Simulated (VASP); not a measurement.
Set up this calculation in VASP 6.6.1, as the native input.

```
Task                   : relaxation of cell and atoms
Functional             : PBE
Potentials or basis    : VASP PAW PBE potentials, release 64 (B, Te)
Cutoff                 : 600 eV
k mesh                 : 3 × 3 × 4
Occupations            : gaussian, width 0.1 eV
Spin                   : no spin polarisation
Dipole correction      : no
Further INCAR settings : ALGO = Normal; EDIFF = 1e-06; IBRION = 2; EDIFFG = -0.04; NSW = 90; ISIF = 3
```

The structure of B2Te3 lies in POSCAR:

```
B2Te3
1.0
    5.9185344355      0.0000000000      0.0000000000
   -2.9592672178      5.1256011743      0.0000000000
    0.0000000000      0.0000000000      4.1349780417
B Te
2 3
Direct
    0.3333333333      0.6666666667      0.5000000000
    0.6666666667      0.3333333333      0.5000000000
    0.4058568933      0.0000000000      0.0000000000
    0.0000000000      0.4058568933      0.0000000000
    0.5941431067      0.5941431067      0.0000000000
```

The cell was generated, and may not be a known phase.

One way to write it, as run:

INCAR

```
PREC     = Accurate       # precision mode
ENCUT    = 600            # plane-wave cutoff, eV
EDIFF    = 1E-6           # SCF threshold, eV
ISMEAR   = 0              # smearing method
SIGMA    = 0.1            # smearing width, eV
LREAL    = False          # projectors in reciprocal space
LASPH    = True           # aspherical terms in the spheres
NELM     = 60             # most SCF steps
ALGO     = Normal         # electronic algorithm
ISIF     = 3              # what is computed and relaxed
LWAVE    = False          # write WAVECAR
LCHARG   = False          # write CHGCAR
GGA      = PE             # functional
IBRION   = 2              # ionic algorithm
NSW      = 90             # ionic steps
EDIFFG   = -0.04          # ionic threshold
```

KPOINTS

```
regular mesh
0
Gamma
  3 3 4
```

Potentials or basis: VASP PAW PBE potentials, release 64 (B, Te).

Launch:

```sh
$ cat potpaw_PBE.64/B/POTCAR potpaw_PBE.64/Te/POTCAR > POTCAR
$ mpirun -np 1 vasp_std > vasp.out
```

Results of the run:

```json
{
 "Relaxed volume": "21.68 Å³/atom",
 "Relaxed cell": "a = 6.256 Å, b = 6.256 Å, c = 3.198 Å, α = 90.00°, β = 90.00°, γ = 120.00°",
 "Space group after relaxing (to 0.1 Å)": "P-62m (No. 189)",
 "Pressure after relaxing": "0.0 GPa",
 "Largest force after relaxing": "0.004 eV/Å",
 "Band gap on the k mesh": "zero (bands 12 and 13 overlap by 2.11 eV)"
}
```

Caveat: the k points lie up to 0.49 Å⁻¹ apart in the final cell, too coarse for converged energies and pressures of a metal; a cell axis changed by over 15 % at a fixed basis, so the end point is rough; spin-orbit coupling is left out, which moves the levels of the heavy elements.

Run time: 9.6 min on 1 thread of Intel Xeon 8259CL (shared host), peak memory 0.3 GiB.
